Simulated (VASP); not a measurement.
# Rb2H (P4/nmm) in VASP: further runs

Runs on Rb2H. Level: PBE. Tasks: single point.

Everything below comes from runs of VASP 6.6.1. Logs are shortened: lines on timing, memory, paths and dates and some standing lists are left out, and cuts for length are marked.

## (1) The cell of the first run

It takes space group P4/nmm (No. 129, tetragonal). The conventional cell has a = 5.605 Å, b = 5.605 Å, c = 10.530 Å, α = 90.00°, β = 90.00°, γ = 90.00°. Rb (site symmetry -4m2) has 8 Rb at 3.96 to 4.88 Å and 4 H at 4.76 Å within 5.2 Å. Rb (site symmetry 4mm) has 1 H at 2.69 Å within 3.5 Å. Within 3.5 Å of H (site symmetry 4mm) lie 1 Rb at 2.69 Å.

## (2) Single point, PBE

Input file INCAR:

```
SYSTEM = Rb2H
ALGO = Normal ; EDIFF = 1E-7
ENCUT = 520 ; GGA = PE
ISIF = 2 ; ISMEAR = 0
LASPH = .TRUE. ; LCHARG = .TRUE.
LELF = .TRUE. ; LREAL = .FALSE.
LVHAR = .TRUE. ; LWAVE = .FALSE.
NBANDS = 28 ; NELM = 60
PREC = Accurate ; SIGMA = 0.1
```

Input file KPOINTS:

```
k-points
0
G
  8 8 4
  0 0 0
```

Input file POSCAR:

```
Rb2H
1.0
    5.6053367953      0.0000000000      0.0000000000
    0.0000000000      5.6053367953      0.0000000000
    0.0000000000      0.0000000000     10.5295899281
Rb H
4 2
Direct
    0.0000000000      0.0000000000      0.0000000000
    0.5000000000      0.5000000000      0.0000000000
    0.0000000000      0.5000000000      0.3795214249
    0.5000000000      0.0000000000      0.6204785751
    0.0000000000      0.5000000000      0.6350905461
    0.5000000000      0.0000000000      0.3649094539
```

Potentials or basis: VASP PAW PBE potentials, release 64 (Rb_sv, H).

On the command line:

```sh
$ cat potpaw_PBE.64/Rb_sv/POTCAR potpaw_PBE.64/H/POTCAR > POTCAR
$ mpirun -np 1 vasp_std > vasp.out
```

OUTCAR:

```text
SYSTEM = Rb2H
   EDIFF = 1E-7
   ENCUT = 520
   GGA = PE
   ISIF = 2
   ISMEAR = 0
   LASPH = .TRUE.
   LREAL = .FALSE.
   NELM = 60
   PREC = Accurate

 ion  position               nearest neighbor table
   1  0.000  0.000  0.000-   2 3.96   2 3.96   2 3.96   2 3.96   3 4.88   4 4.88   4 4.88   3 4.88

   2  0.500  0.500  0.000-   1 3.96   1 3.96   1 3.96   1 3.96   4 4.88   4 4.88   3 4.88   3 4.88

   3  0.000  0.500  0.380-   5 2.69   4 4.71   4 4.71   4 4.71   4 4.71   1 4.88   2 4.88   2 4.88
                             1 4.88
   4  0.500  0.000  0.620-   6 2.69   3 4.71   3 4.71   3 4.71   3 4.71   1 4.88   1 4.88   2 4.88
                             2 4.88
   5  0.000  0.500  0.635-   3 2.69
   6  0.500  0.000  0.365-   4 2.69

  LATTYP: Found a simple tetragonal cell.
 ALAT       =     5.6053367953
 C/A-ratio  =     1.8784937128

  Lattice vectors:

 A1 = (   5.6053367953,   0.0000000000,   0.0000000000)
 A2 = (   0.0000000000,   5.6053367953,   0.0000000000)
 A3 = (   0.0000000000,   0.0000000000,  10.5295899281)

Analysis of symmetry for initial positions (statically):
=====================================================================
 Subroutine PRICEL returns:
 Original cell was already a primitive cell.

 Routine SETGRP: Setting up the symmetry group for a
 simple tetragonal supercell.

 Subroutine GETGRP returns: Found 16 space group operations
 (whereof  8 operations were pure point group operations)
 out of a pool of 16 trial point group operations.

The static configuration has the point symmetry D_2d.
 The point group associated with its full space group is D_4h.

Analysis of symmetry for dynamics (positions and initial velocities):
=====================================================================
 Subroutine PRICEL returns:
 Original cell was already a primitive cell.

 Routine SETGRP: Setting up the symmetry group for a
 simple tetragonal supercell.

 Subroutine GETGRP returns: Found 16 space group operations
 (whereof  8 operations were pure point group operations)
 out of a pool of 16 trial point group operations.

The dynamic configuration has the point symmetry D_2d.
 The point group associated with its full space group is D_4h.

 Subroutine INISYM returns: Found 16 space group operations
 (whereof  8 operations are pure point group operations),
 and found     1 'primitive' translations

----------------------------------------------------------------------------------------

                                     Primitive cell

  volume of cell :     330.8376

  direct lattice vectors                    reciprocal lattice vectors
     5.605336795  0.000000000  0.000000000     0.178401412  0.000000000  0.000000000
     0.000000000  5.605336795  0.000000000     0.000000000  0.178401412  0.000000000
     0.000000000  0.000000000 10.529589928     0.000000000  0.000000000  0.094970460

  length of vectors
     5.605336795  5.605336795 10.529589928     0.178401412  0.178401412  0.094970460

  position of ions in fractional coordinates (direct lattice)
     0.000000000  0.000000000  0.000000000
     0.500000000  0.500000000  0.000000000
     0.000000000  0.500000000  0.379521425
     0.500000000  0.000000000  0.620478575
     0.000000000  0.500000000  0.635090546
     0.500000000  0.000000000  0.364909454

  ion indices of the primitive-cell ions
   primitive index   ion index
                 1           1
                 2           2
                 3           3
                 4           4
                 5           5
                 6           6

----------------------------------------------------------------------------------------

 KPOINTS: k-points

Automatic generation of k-mesh.
 Grid dimensions read from file:
 generate k-points for:    8    8    4

 Generating k-lattice:

  Cartesian coordinates                     Fractional coordinates (reciprocal lattice)
     0.022300177  0.000000000  0.000000000     0.125000000  0.000000000  0.000000000
     0.000000000  0.022300177  0.000000000     0.000000000  0.125000000  0.000000000
     0.000000000  0.000000000  0.023742615     0.000000000  0.000000000  0.250000000

  Length of vectors
     0.022300177  0.022300177  0.023742615

  Shift w.r.t. Gamma in fractional coordinates (k-lattice)
     0.000000000  0.000000000  0.000000000

 Subroutine IBZKPT returns following result:
 ===========================================

 Found     45 irreducible k-points:

 Following reciprocal coordinates:
            Coordinates               Weight
  0.000000  0.000000  0.000000      1.000000
  0.125000  0.000000  0.000000      4.000000
  0.250000  0.000000  0.000000      4.000000
  0.375000  0.000000  0.000000      4.000000
  0.500000  0.000000  0.000000      2.000000
  0.125000  0.125000  0.000000      4.000000
[... 16 lines left out ...]
  0.375000  0.125000  0.250000     16.000000
  0.500000  0.125000  0.250000      8.000000
 [... further k-points ...]
   k-points           NKPTS =     45   k-points in BZ     NKDIM =     45   number of bands    NBANDS=     28
   number of dos      NEDOS =    301   number of ions     NIONS =      6
   total plane-waves  NPLWV = 141120
   dimension x,y,z NGX =    42 NGY =   42 NGZ =   80
   dimension x,y,z NGXF=    84 NGYF=   84 NGZF=  160
   ions per type =               4   2
   NGX,Y,Z   is equivalent  to a cutoff of  12.46, 12.46, 12.63 a.u.
   NGXF,Y,Z  is equivalent  to a cutoff of  24.91, 24.91, 25.26 a.u.
 SYSTEM =  Rb2H
   PREC   = accura    normal or accurate (medium, high low for compatibility)
   ISTART =      0    job   : 0-new  1-cont  2-samecut
   ICHARG =      2    charge: 1-file 2-atom 10-const
   ISPIN  =      1    spin polarized calculation?
   LNONCOLLINEAR =      F non collinear calculations
   LSORBIT =      F    spin-orbit coupling
   LASPH  =      T    aspherical Exc in radial PAW
   ENCUT  =  520.0 eV  38.22 Ry    6.18 a.u.  10.42 10.42 19.58*2*pi/ulx,y,z
   NELM   =     60;   NELMIN=  2; NELMDL= -5     # of ELM steps
   EDIFF  = 0.1E-06   stopping-criterion for ELM
   LREAL  =      F    real-space projection
   EDIFFG = 0.1E-05   stopping-criterion for IOM
   NSW    =      0    number of steps for IOM
   IBRION =     -1    ionic relax: 0-MD 1-quasi-New 2-CG
   NFREE  =      0    steps in history (QN), initial steepest desc. (CG)
   ISIF   =      2    stress and relaxation
   ISYM   =      2    0-nonsym 1-usesym 2-fastsym
   POTIM  = 0.5000    time-step for ionic-motion
   TEBEG  =    0.0;   TEEND  =   0.0 temperature during run
   PSTRESS=    0.0 pullay stress
   NELECT =      38.0000    total number of electrons
   NUPDOWN=      -1.0000    fix difference up-down
   EMIN   =  10.00;   EMAX   =-10.00  energy-range for DOS
   EFERMI =   0.00;   METHOD = LEGACY
   ISMEAR =     0;   SIGMA  =   0.10  broadening in eV -4-tet -1-fermi 0-gaus
   EFERMI_NEDOS =   21; number of points for ismear=-14 and -15
   IALGO  =     38    algorithm
   IMIX   =      4    mixing-type and parameters
     AMIX     =   0.40;   BMIX     =  1.00
     AMIX_MAG =   1.60;   BMIX_MAG =  1.00
  volume/ion in A,a.u.               =      55.14       372.10
  Fermi-wavevector in a.u.,A,eV,Ry     =   0.795789  1.503822  8.616292  0.633280
  Thomas-Fermi vector in A             =   1.902185
   LORBIT       =      0    0 simple, 1 ext, 2 COOP (PROOUT), +10 PAW based schemes
   GGA     = PE    functional components
   LHFCALC =     F    Hartree Fock is set to
   AEXX    =    0.0000 exact exchange contribution
   IVDW    =     0    specifies the selected vdW correction
   LEPSILON=     F    determine dielectric tensor
   LRPA    =     F    only Hartree local field effects (RPA)
 non-spin polarized calculation
 Gauss-broadening in eV      SIGMA  =   0.10
  energy-cutoff  :      520.00
  volume of cell :      330.84
 maximum number of plane-waves:      8987
 NGX is ok and might be reduce to    42
   NGX = 21   NGY = 21   NGZ = 39

 number of electron      38.0000000 magnetization

 Free energy of the ion-electron system (eV)
  ---------------------------------------------------
  ext. energy  EPLUGINS =         0.00000000
  ---------------------------------------------------
  free energy    TOTEN  =        -9.21696654 eV

  energy without entropy =       -9.20835300  energy(sigma->0) =       -9.21265977

 E-fermi :   0.1291     XC(G=0):  -5.6751

 val. band max:        0.1207950363   @ k =   0.3750   0.3750   0.0000
 cond. band min:       0.1343531819   @ k =   0.5000   0.2500   0.2500
 fundamental gap:      0.0135581456
 Fermi energy:         0.1290719685

 k-point     1 :       0.0000    0.0000    0.0000
  band No.  band energies     occupation
      1     -29.0954      2.00000
      2     -29.0365      2.00000
      3     -28.5569      2.00000
      4     -28.5505      2.00000
      5     -13.3656      2.00000
      6     -13.3656      2.00000
[... 20 lines left out ...]
     27       2.8205      0.00000
     28       3.5578      0.00000

 k-point     2 :       0.1250    0.0000    0.0000
  band No.  band energies     occupation
      1     -29.0931      2.00000
      2     -29.0387      2.00000
      3     -28.5566      2.00000
      4     -28.5507      2.00000
      5     -13.3543      2.00000
      6     -13.3517      2.00000
[... 20 lines left out ...]
     27       2.9031      0.00000
     28       3.3093      0.00000

 k-point     3 :       0.2500    0.0000    0.0000
  band No.  band energies     occupation
      1     -29.0867      2.00000
      2     -29.0450      2.00000
      3     -28.5558      2.00000
      4     -28.5513      2.00000
      5     -13.3208      2.00000
      6     -13.3118      2.00000
[... 20 lines left out ...]
     27       2.9400      0.00000
     28       2.9636      0.00000

 k-point     4 :       0.3750    0.0000    0.0000
  band No.  band energies     occupation
      1     -29.0771      2.00000
      2     -29.0546      2.00000
      3     -28.5547      2.00000
      4     -28.5523      2.00000
      5     -13.2670      2.00000
      6     -13.2514      2.00000
[... 20 lines left out ...]
     27       2.9913      0.00000
     28       3.0312      0.00000

 k-point     5 :       0.5000    0.0000    0.0000
  band No.  band energies     occupation
      1     -29.0658      2.00000
      2     -29.0658      2.00000
      3     -28.5535      2.00000
      4     -28.5535      2.00000
      5     -13.1977      2.00000
      6     -13.1977      2.00000
[... 20 lines left out ...]
     27       3.1540      0.00000
     28       3.1540      0.00000

 k-point     6 :       0.1250    0.1250    0.0000
  band No.  band energies     occupation
      1     -29.0910      2.00000
      2     -29.0408      2.00000
      3     -28.5563      2.00000
      4     -28.5509      2.00000
      5     -13.3761      2.00000
      6     -13.3064      2.00000
[... 463 lines left out ...]
      5     -13.3761      2.00000
      6     -13.3064      2.00000
[... 20 lines left out ...]
     27       2.6554      0.00000
     28       2.9272      0.00000

 k-point    22 :       0.2500    0.1250    0.2500
  band No.  band energies     occupation
      1     -29.0851      2.00000
      2     -29.0466      2.00000
      3     -28.5556      2.00000
      4     -28.5515      2.00000
      5     -13.3722      2.00000
      6     -13.2419      2.00000
[... 20 lines left out ...]
     27       2.7472      0.00000
     28       2.8843      0.00000

 k-point    23 :       0.3750    0.1250    0.2500
  band No.  band energies     occupation
      1     -29.0762      2.00000
      2     -29.0554      2.00000
      3     -28.5546      2.00000
      4     -28.5523      2.00000
      5     -13.3405      2.00000
      6     -13.2088      2.00000
[... 20 lines left out ...]
     27       2.8267      0.00000
     28       3.0641      0.00000

 k-point    24 :       0.5000    0.1250    0.2500
  band No.  band energies     occupation
      1     -29.0657      2.00000
      2     -29.0657      2.00000
      3     -28.5534      2.00000
      4     -28.5534      2.00000
      5     -13.2836      2.00000
      6     -13.2836      2.00000
[... 20 lines left out ...]
     27       3.0328      0.00000
     28       3.0328      0.00000

 [... further k-points ...]

------------------------ aborting loop because EDIFF is reached ----------------------------------------

  FORCE on cell =-STRESS in cart. coord.  units (eV):
  Direction    XX          YY          ZZ          XY          YZ          ZX
  --------------------------------------------------------------------------------------
  -------------------------------------------------------------------------------------
  Total       -0.0103386     -0.0103386      0.0156144      0.0000000      0.0000000      0.0000000
  in kB       -0.0500677     -0.0500677      0.0756174      0.0000000      0.0000000      0.0000000
  external PRESSURE =      -0.0081727 kB  Pullay stress =       0.0000000 kB

 VOLUME and BASIS-vectors are now :
 -----------------------------------------------------------------------------
  energy-cutoff  :      520.00
  volume of cell :      330.84
      direct lattice vectors                 reciprocal lattice vectors
     5.605336795  0.000000000  0.000000000     0.178401412  0.000000000  0.000000000
     0.000000000  5.605336795  0.000000000     0.000000000  0.178401412  0.000000000
     0.000000000  0.000000000 10.529589928     0.000000000  0.000000000  0.094970460

 POSITION                                       TOTAL-FORCE (eV/Angst)
 -----------------------------------------------------------------------------------
      0.00000      0.00000      0.00000         0.000000     -0.000000      0.000000
      2.80267      2.80267      0.00000        -0.000000      0.000000      0.000000
      0.00000      2.80267      3.99620         0.000000      0.000000      0.000070
      2.80267      0.00000      6.53338         0.000000      0.000000     -0.000070
      0.00000      2.80267      6.68724         0.000000      0.000000      0.002654
      2.80267      0.00000      3.84235         0.000000      0.000000     -0.002654
 -----------------------------------------------------------------------------------
    total drift:                                0.000000     -0.000000     -0.000000

  FREE ENERGIE OF THE ION-ELECTRON SYSTEM (eV)
  ---------------------------------------------------
  free  energy   TOTEN  =        -9.2169665382 eV

  energy  without entropy=       -9.2083530041  energy(sigma->0) =       -9.21265977
```

It took 3.9 min on 1 thread of Intel Xeon 6975P-C (Granite Rapids), shared host; peak memory 0.56 GiB.

Results:

* Free energy: -9.2170 eV
* Pressure: 0.0 GPa
* Band gap on the k mesh: zero (bands 19 and 20 overlap by 0.98 eV)

Forces on the atoms (eV/Å):
```
Rb   0.000  0.000  0.000
Rb   0.000  0.000  0.000
Rb   0.000  0.000  0.000
Rb   0.000  0.000  0.000
H    0.000  0.000  0.003
H    0.000  0.000 -0.003
```

Levels at points of the mesh, in eV from the Fermi level:
| k point | band 15 | band 16 | band 17 | band 18 | band 19 | band 20 | band 21 | band 22 | band 23 | band 24 |
| --- | --- | --- | --- | --- | --- | --- | --- | --- | --- | --- |
| (0.00, 0.00, 0.00) | -12.73 | -12.69 | -2.69 | -1.87 | -1.28 | 0.33 | 1.11 | 1.86 | 2.14 | 2.37 |
| (0.50, 0.00, 0.00) | -12.70 | -12.70 | -1.95 | -1.95 | -0.15 | -0.15 | 0.83 | 0.83 | 1.92 | 1.92 |
| (0.50, 0.50, 0.00) | -12.71 | -12.71 | -1.85 | -1.85 | 0.61 | 0.61 | 0.81 | 0.81 | 1.75 | 1.75 |
| (0.00, 0.00, 0.50) | -12.73 | -12.70 | -2.50 | -2.15 | -1.32 | 0.48 | 1.42 | 1.76 | 2.25 | 2.34 |
| (0.50, 0.00, 0.50) | -12.70 | -12.70 | -1.92 | -1.92 | -0.37 | -0.37 | 1.28 | 1.28 | 1.73 | 1.73 |
| (0.50, 0.50, 0.50) | -12.71 | -12.71 | -1.86 | -1.86 | 0.60 | 0.60 | 0.81 | 0.81 | 1.78 | 1.78 |

## (3) Single point, PBE

Input file INCAR:

```
PREC = Accurate
ENCUT = 520
EDIFF = 1E-6
ISMEAR = 0
SIGMA = 0.1
LREAL = False
LASPH = True
NELM = 60
ALGO = Normal
ISIF = 2
LWAVE = False
LCHARG = True
GGA = PE
LELF = True
LVHAR = True
NBANDS = 28
```

Input file KPOINTS:

```
regular mesh
0
Gamma
  8 8 4
```

POSCAR is that of step 2.

Potentials or basis: VASP PAW PBE potentials, release 64 (Rb_sv, H).

On the command line:

```sh
$ cat potpaw_PBE.64/Rb_sv/POTCAR potpaw_PBE.64/H/POTCAR > POTCAR
$ mpirun -np 1 vasp_std > vasp.out
```

Run time: 3.5 min. Hardware: 1 thread of Intel Xeon 6975P-C (Granite Rapids), shared host; peak memory 0.55 GiB.

Results (log left out):

- Free energy: -9.2170 eV
- Pressure: 0.0 GPa
- Band gap on the k mesh: zero (bands 19 and 20 overlap by 0.98 eV)

Forces in eV/Å, atoms in the order of the input:
```
Rb   0.000  0.000  0.000
Rb   0.000  0.000  0.000
Rb   0.000  0.000  0.000
Rb   0.000  0.000  0.000
H    0.000  0.000  0.003
H    0.000  0.000 -0.003
```

Levels at points of the mesh, in eV from the Fermi level:
```tsv
k point	band 16	band 17	band 18	band 19	band 20	band 21	band 22	band 23
(0.00, 0.00, 0.00)	-12.69	-2.69	-1.87	-1.28	0.33	1.11	1.86	2.14
(0.50, 0.00, 0.00)	-12.70	-1.95	-1.95	-0.15	-0.15	0.83	0.83	1.92
(0.50, 0.50, 0.00)	-12.71	-1.85	-1.85	0.61	0.61	0.81	0.81	1.75
(0.00, 0.00, 0.50)	-12.70	-2.50	-2.15	-1.32	0.48	1.42	1.76	2.25
(0.50, 0.00, 0.50)	-12.70	-1.92	-1.92	-0.37	-0.37	1.28	1.28	1.73
(0.50, 0.50, 0.50)	-12.71	-1.86	-1.86	0.60	0.60	0.81	0.81	1.78
```
